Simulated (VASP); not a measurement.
# TiSe2 (P-3m1) in VASP: single point with HSE06

Aim: the single point of TiSe2 with HSE06.

Program: VASP 6.6.1. These are calculated values, not measurements. Logs are shortened: lines on timing, memory, paths and dates and some standing lists are left out, and cuts for length are marked.

### 1 The cell of the first run

Symmetry: P-3m1, No. 164, trigonal system. The conventional cell has a = 3.542 Å, b = 3.542 Å, c = 6.092 Å, α = 90.00°, β = 90.00°, γ = 120.00°. Ti (site symmetry -3m) has 6 Se at 2.55 Å within 3.4 Å. Within 3.4 Å of Se (site symmetry 3m) lie 3 Ti at 2.55 Å.

### 2 Single point, HSE06

The input, POSCAR:

```
TiSe2
1.0
    3.5420251837      0.0000000000      0.0000000000
   -1.7710125918      3.0674837899      0.0000000000
    0.0000000000      0.0000000000      6.0915063573
Ti Se
1 2
Direct
    0.0000000000      0.0000000000      0.0000000000
    0.3333333333      0.6666666667      0.2498693024
    0.6666666667      0.3333333333      0.7501306976
```

The input, INCAR.step1:

```
SYSTEM = TiSe2
ALGO     = Normal         ! electronic algorithm
EDIFF    = 1E-5           ! SCF threshold, eV
ENCUT    = 400            ! plane-wave cutoff, eV
GGA      = PE             ! functional
GGA_COMPAT= .FALSE.      
ISIF     = 2              ! what is computed and relaxed
ISMEAR   = -1             ! smearing method
LASPH    = .TRUE.         ! aspherical terms in the spheres
LCHARG   = .FALSE.        ! write CHGCAR
LREAL    = .FALSE.        ! projectors in reciprocal space
LWAVE    = .TRUE.         ! write WAVECAR
NBANDS   = 19             ! bands
NELM     = 120            ! most SCF steps
PREC     = Accurate       ! precision mode
SIGMA    = 0.02           ! smearing width, eV
```

The input, INCAR.step2:

```
SYSTEM = TiSe2
ALGO     = Normal         ! electronic algorithm
EDIFF    = 1E-6           ! SCF threshold, eV
ENCUT    = 400            ! plane-wave cutoff, eV
GGA      = PE             ! functional
GGA_COMPAT= .FALSE.      
HFSCREEN = 0.2079         ! screening, 1/A
ISIF     = 2              ! what is computed and relaxed
ISMEAR   = -1             ! smearing method
ISTART   = 1            
LASPH    = .TRUE.         ! aspherical terms in the spheres
LCHARG   = .FALSE.        ! write CHGCAR
LHFCALC  = .TRUE.         ! exact exchange
LREAL    = .FALSE.        ! projectors in reciprocal space
LWAVE    = .FALSE.        ! write WAVECAR
NBANDS   = 19             ! bands
NELM     = 120            ! most SCF steps
PREC     = Accurate       ! precision mode
PRECFOCK = Normal       
SIGMA    = 0.02           ! smearing width, eV
```

The input, KPOINTS:

```
k-points
0
G
  6 6 2
  0 0 0
```

Potentials or basis: VASP PAW PBE potentials, release 64 (Ti_sv, Se).

The run is started by

```sh
$ cat potpaw_PBE.64/Ti_sv/POTCAR potpaw_PBE.64/Se/POTCAR > POTCAR
$ cp INCAR.step1 INCAR
$ mpirun -np 1 vasp_std > vasp.out
$ cp INCAR.step2 INCAR
$ mpirun -np 1 vasp_std > vasp.out
```

OUTCAR:

```text
SYSTEM = TiSe2
   EDIFF = 1E-6
   ENCUT = 400
   GGA = PE
   HFSCREEN = 0.2079
   ISIF = 2
   ISMEAR = -1
   ISTART = 1
   LASPH = .TRUE.
   LHFCALC = .TRUE.
   LREAL = .FALSE.
   NELM = 120
   PREC = Accurate
   PRECFOCK = Normal

 ion  position               nearest neighbor table
   1  0.000  0.000  0.000-   2 2.55   3 2.55   2 2.55   3 2.55   3 2.55   2 2.55
   2  0.333  0.667  0.250-   1 2.55   1 2.55   1 2.55
   3  0.667  0.333  0.750-   1 2.55   1 2.55   1 2.55

  LATTYP: Found a hexagonal cell.
 ALAT       =     3.5420251837
 C/A-ratio  =     1.7197806456

  Lattice vectors:

 A1 = (   3.5420251837,   0.0000000000,   0.0000000000)
 A2 = (  -1.7710125918,   3.0674837899,   0.0000000000)
 A3 = (   0.0000000000,   0.0000000000,   6.0915063573)

Analysis of symmetry for initial positions (statically):
=====================================================================
 Subroutine PRICEL returns:
 Original cell was already a primitive cell.

 Routine SETGRP: Setting up the symmetry group for a
 hexagonal supercell.

 Subroutine GETGRP returns: Found 12 space group operations
 (whereof 12 operations were pure point group operations)
 out of a pool of 24 trial point group operations.

The static configuration has the point symmetry D_3d.

Analysis of symmetry for dynamics (positions and initial velocities):
=====================================================================
 Subroutine PRICEL returns:
 Original cell was already a primitive cell.

 Routine SETGRP: Setting up the symmetry group for a
 hexagonal supercell.

 Subroutine GETGRP returns: Found 12 space group operations
 (whereof 12 operations were pure point group operations)
 out of a pool of 24 trial point group operations.

The dynamic configuration has the point symmetry D_3d.

 Subroutine INISYM returns: Found 12 space group operations
 (whereof 12 operations are pure point group operations),
 and found     1 'primitive' translations

----------------------------------------------------------------------------------------

                                     Primitive cell

  volume of cell :      66.1849
[... 80 lines left out ...]
   EDIFF  = 0.1E-05   stopping-criterion for ELM
   LREAL  =      F    real-space projection
   EDIFFG = 0.1E-04   stopping-criterion for IOM
   NSW    =      0    number of steps for IOM
   IBRION =     -1    ionic relax: 0-MD 1-quasi-New 2-CG
   NFREE  =      0    steps in history (QN), initial steepest desc. (CG)
   ISIF   =      2    stress and relaxation
   ISYM   =      3    0-nonsym 1-usesym 2-fastsym
   POTIM  = 0.5000    time-step for ionic-motion
   TEBEG  =    0.0;   TEEND  =   0.0 temperature during run
   PSTRESS=    0.0 pullay stress
   NELECT =      24.0000    total number of electrons
   NUPDOWN=      -1.0000    fix difference up-down
   EMIN   =  10.00;   EMAX   =-10.00  energy-range for DOS
   EFERMI =   0.00;   METHOD = LEGACY
   ISMEAR =    -1;   SIGMA  =   0.02  broadening in eV -4-tet -1-fermi 0-gaus
   EFERMI_NEDOS =   21; number of points for ismear=-14 and -15
   IALGO  =     38    algorithm
   IMIX   =      1    mixing-type and parameters
     AMIX     =   0.40;   BMIX     =  1.00
     AMIX_MAG =   1.60;   BMIX_MAG =  1.00
  volume/ion in A,a.u.               =      22.06       148.88
  Fermi-wavevector in a.u.,A,eV,Ry     =   1.167416  2.206097 18.542843  1.362861
  Thomas-Fermi vector in A             =   2.303917
   LORBIT       =      0    0 simple, 1 ext, 2 COOP (PROOUT), +10 PAW based schemes
   GGA     = PE    functional components
   LHFCALC =     T    Hartree Fock is set to
   PRECFOCK=normal    Normal, Fast or Accurate (Low or Medium for compatibility)
   ENCUT4O =  -1.0   cutoff for four orbital integrals eV
   NKREDX  =     1    reduce k-point grid by
   NKREDY  =     1    reduce k-point grid by
   NKREDZ  =     1    reduce k-point grid by
   AEXX    =    0.2500 exact exchange contribution
   HFSCREEN=    0.2079 screening length (either q_TF or 0.3 A-1)
   HFSCREENC=   0.2079 screening length for correlation (either q_TF or 0.3 A-1)
   ENCUTFOCK=  -1.0 apply spherical cutoff to Coloumb kernel
   IVDW    =     0    specifies the selected vdW correction
   LEPSILON=     F    determine dielectric tensor
   LRPA    =     F    only Hartree local field effects (RPA)
 non-spin polarized calculation
  energy-cutoff  :      400.00
  volume of cell :       66.18
 maximum number of plane-waves:      1224
 NGX is ok and might be reduce to    24
  NGX = 18; NGY = 18; NGZ = 30

 number of electron      24.0000007 magnetization

 Free energy of the ion-electron system (eV)
  ---------------------------------------------------
  ext. energy  EPLUGINS =         0.00000000
  ---------------------------------------------------
  free energy    TOTEN  =       -22.13787833 eV

  energy without entropy =      -22.13672793  energy(sigma->0) =      -22.13730313

 E-fermi :   4.6944     XC(G=0):  -8.1979

 val. band max:        4.6810804354   @ k =   0.5000   0.0000   0.5000
 cond. band min:       4.7846177641   @ k =   0.0000   0.0000   0.0000
 fundamental gap:      0.1035373287
 Fermi energy:         4.6944100134

 k-point     1 :       0.0000    0.0000    0.0000
  band No.  band energies     occupation
      1     -58.3541      2.00000
      2     -32.9408      2.00000
      3     -32.9073      2.00000
      4     -32.9073      2.00000
      5     -11.0986      2.00000
      6      -9.5403      2.00000
[... 285 lines left out ...]
      6      -9.1459      2.00000
[... 11 lines left out ...]
     18      12.1299      0.00000
     19      12.1299      0.00000

------------------------ aborting loop because EDIFF is reached ----------------------------------------

  FORCE on cell =-STRESS in cart. coord.  units (eV):
  Direction    XX          YY          ZZ          XY          YZ          ZX
  --------------------------------------------------------------------------------------
  -------------------------------------------------------------------------------------
  Total       -0.1694098     -0.1694098      0.1051636     -0.0000000      0.0000000     -0.0000000
  in kB       -4.1010060     -4.1010060      2.5457607     -0.0000000      0.0000000     -0.0000000
  external PRESSURE =      -1.8854171 kB  Pullay stress =       0.0000000 kB

 VOLUME and BASIS-vectors are now :
 -----------------------------------------------------------------------------
  energy-cutoff  :      400.00
  volume of cell :       66.18
      direct lattice vectors                 reciprocal lattice vectors
     3.542025184  0.000000000  0.000000000     0.282324362  0.163000046  0.000000000
    -1.771012592  3.067483790  0.000000000     0.000000000  0.326000093  0.000000000
     0.000000000  0.000000000  6.091506357     0.000000000  0.000000000  0.164163007

 POSITION                                       TOTAL-FORCE (eV/Angst)
 -----------------------------------------------------------------------------------
      0.00000      0.00000      0.00000         0.000000      0.000000      0.000000
     -0.00000      2.04499      1.52208         0.000000     -0.000000     -0.162015
      1.77101      1.02249      4.56943        -0.000000      0.000000      0.162015
 -----------------------------------------------------------------------------------
    total drift:                                0.000000     -0.000000      0.000002

  FREE ENERGIE OF THE ION-ELECTRON SYSTEM (eV)
  ---------------------------------------------------
  free  energy   TOTEN  =       -22.1378783251 eV

  energy  without entropy=      -22.1367279306  energy(sigma->0) =      -22.13730313
```

OUTCAR.step1:

```text
SYSTEM = TiSe2
   EDIFF = 1E-5
   ENCUT = 400
   GGA = PE
   ISIF = 2
[... 522 lines left out ...]
      0.00000      0.00000      0.00000        -0.000000      0.000000      0.000000
     -0.00000      2.04499      1.52208        -0.000000     -0.000000      0.236100
      1.77101      1.02249      4.56943         0.000000      0.000000     -0.236100
 -----------------------------------------------------------------------------------
    total drift:                               -0.000000      0.000000      0.000000

  FREE ENERGIE OF THE ION-ELECTRON SYSTEM (eV)
  ---------------------------------------------------
  free  energy   TOTEN  =       -18.1528071885 eV

  energy  without entropy=      -18.1502029892  energy(sigma->0) =      -18.15150509
```

It took 18 min on 1 thread of AMD EPYC 7R43 (Zen 3), shared host; peak memory 0.24 GiB.

What came out:

```yaml
Free_energy: -22.1379 eV
Pressure: -0.2 GPa
Largest_force: 0.162 eV/Å
Band_gap_on_the_k_mesh: zero (bands 12 and 13 overlap by 0.10 eV)
```

Forces on the atoms (eV/Å):
```
Ti   0.000  0.000  0.000
Se   0.000  0.000 -0.162
Se   0.000  0.000  0.162
```

Caveat: the k points lie up to 0.52 Å⁻¹ apart; the PAW data sets were made with another functional, which shifts forces and pressure a little; this functional lacks dispersion, which binds layers or chains, so the pressure and a relaxed spacing across them are unreliable.

The gap in the log of VASP goes by the Fermi energy; the results here count the filled bands.